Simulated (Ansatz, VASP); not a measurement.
## One calculation of Pt, two programs

The input INCAR:

```
SYSTEM = Pt
ALGO = Normal
EDIFF = 1E-6
ENCUT = 520
ISIF = 2
ISMEAR = -1
LASPH = .TRUE.
LCHARG = .TRUE.
LELF = .TRUE.
LREAL = .FALSE.
LVHAR = .TRUE.
LWAVE = .FALSE.
NBANDS = 17
NELM = 80
PREC = Accurate
SIGMA = 0.1
```

File KPOINTS:

```
k-points
0
G
  11 11 11
  0 0 0
```

File POSCAR:

```
Pt
1.0
    0.0000000000      2.9333724800      2.9333724800
    2.9333724800      0.0000000000      2.9333724800
    2.9333724800      2.9333724800      0.0000000000
Pt
2
Direct
    0.1250000000      0.1250000000      0.1250000000
    0.8750000000      0.8750000000      0.8750000000
```

Input for Ansatz:

```yaml
crystal:
  lattice:
    - [0.0, 2.93337248, 2.93337248]
    - [2.93337248, 0.0, 2.93337248]
    - [2.93337248, 2.93337248, 0.0]
  atoms:
    - { symbol: Pt, position: [0.125, 0.125, 0.125] }
    - { symbol: Pt, position: [0.875, 0.875, 0.875] }
hamiltonian:
  xc: lda
  pseudopotentials:
    kind: paw
    azcp:
      Pt: "pseudopotentials/Pt.paw.azcp"
basis:
  ecutwfc: 420
  fft_grid_basis: typed
kpoints:
  mp_grid: { grid: [11, 11, 11], shift: [0, 0, 0] }
magnetization:
  spin_polarized: false
scf:
  occupations: { method: fermi_dirac, width: 0.1 }
  lower_state_search: "off"
output:
  stress: true
```

Alike in both runs: task single point; functional LDA; k mesh 11 × 11 × 11; occupations fermi-dirac, width 0.1 eV; no spin polarisation.

|  | VASP | Ansatz |
| --- | --- | --- |
| version | VASP 6.6.1 | Ansatz 0.2.0 |
| potentials or method | VASP PAW LDA potentials, release 64 (Pt), cutoff 520 eV | plane waves (420 eV) with PAW, scalar-relativistic |
| valence electrons in the cell | 20 | 36 |

Ansatz gave:

```
pressure (GPa) : -12.3
```

Q: Estimate VASP's values.

A: Pressure (GPa): -12.1.

Ansatz warns that its potentials were made for another functional, while VASP's fit it. LDA's correlation is that of Perdew and Zunger in VASP and of Perdew and Wang (1992) in Ansatz. VASP's potentials hold 20 valence electrons a cell and Ansatz's 36, so a difference there can come from the potentials and not from the codes.

Spin-orbit coupling is off throughout.
